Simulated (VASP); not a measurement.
Mo, 1 atom in the cell. It takes space group P6/mmm (No. 191, hexagonal). Conventional cell: a = 2.694 Å, b = 2.694 Å, c = 2.594 Å, α = 90.00°, β = 90.00°, γ = 120.00°. Mo (site symmetry 6/mmm) has 8 Mo at 2.59 to 2.69 Å within 3.4 Å. This isn't the form of Mo at room conditions, which is bcc. This cell differs from its parent crystal: strain -0.015 along x and y, +0.015 along z.

```yaml
Program: VASP 6.6.1
Task: single point
Functional: r2SCAN
Potentials_or_basis: VASP PAW PBE potentials, release 64 (Mo_sv)
Cutoff: 520 eV
k_mesh: 18 × 18 × 18
Occupations: gaussian, width 0.15 eV
Spin: no spin polarisation
Dipole_correction: no
Further_INCAR_settings: ALGO = Normal; EDIFF = 1e-06; NBANDS = 13
```

Potentials or basis: VASP PAW PBE potentials, release 64 (Mo_sv).

Command:

```sh
$ cat potpaw_PBE.64/Mo_sv/POTCAR > POTCAR
$ cp INCAR.step1 INCAR
$ mpirun -np 1 vasp_std > vasp.out
$ cp INCAR.step2 INCAR
$ mpirun -np 1 vasp_std > vasp.out
```

Hardware: 1 thread of Intel(R) Xeon(R) Platinum 8375C CPU @ 2.90GHz (Ice Lake), with other jobs on the host.

Q: How long does it take, and how much memory?

A: Run time: 3.8 min on 1 thread of Intel(R) Xeon(R) Platinum 8375C CPU @ 2.90GHz (Ice Lake), with other jobs on the host, peak memory 0.19 GiB. Counts: k points 370.
